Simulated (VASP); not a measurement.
Si: single point with revPBE+D3(BJ)

Si:

```
Si
1.0
     0.00000    2.69648    2.69648
     2.69648    0.00000    2.69648
     2.69648    2.69648    0.00000
Si
2
Direct
  0.50000 0.50000 0.50000
  0.75000 0.75000 0.75000
```

| Quantity | Value |
| --- | --- |
| Program | VASP 6.6.1 |
| Task | single point |
| Functional | revPBE |
| Dispersion | D3(BJ) |
| Potentials or basis | VASP PAW PBE potentials, release 64 (Si) |
| Cutoff | 520 eV |
| k mesh | 8 × 8 × 8 |
| Occupations | fermi-dirac, width 0.05 eV |
| Spin | no spin polarisation |
| Dipole correction | no |
| Further INCAR settings | ALGO = Normal; EDIFF = 1e-06; NBANDS = 11 |

```json
{"Pressure": "-0.1 GPa", "Band gap on the k mesh": "0.62 eV, indirect (least direct gap 2.58 eV)", "Dispersion energy per atom": "-0.628 eV"}
```

Levels at points of the mesh, in eV from the valence-band top:
| k point | band 1 | band 2 | band 3 | band 4 | band 5 | band 6 | band 7 | band 8 |
| --- | --- | --- | --- | --- | --- | --- | --- | --- |
| (0.00, 0.00, 0.00) | -12.09 | 0.00 | 0.00 | 0.00 | 2.58 | 2.58 | 2.58 | 3.71 |
| (0.50, 0.00, 0.00) | -9.70 | -7.05 | -1.21 | -1.21 | 1.67 | 3.33 | 3.33 | 7.85 |
| (0.50, 0.50, 0.00) | -7.87 | -7.87 | -2.90 | -2.90 | 0.70 | 0.70 | 10.33 | 10.33 |

It took 11 s on 1 thread of AMD EPYC 7R43 64-Core Processor (Zen 3) (shared host), peak memory 0.12 GiB.

Caveat: the PAW data sets were made with another functional, which shifts forces and pressure a little. A k mesh can miss the band edges.
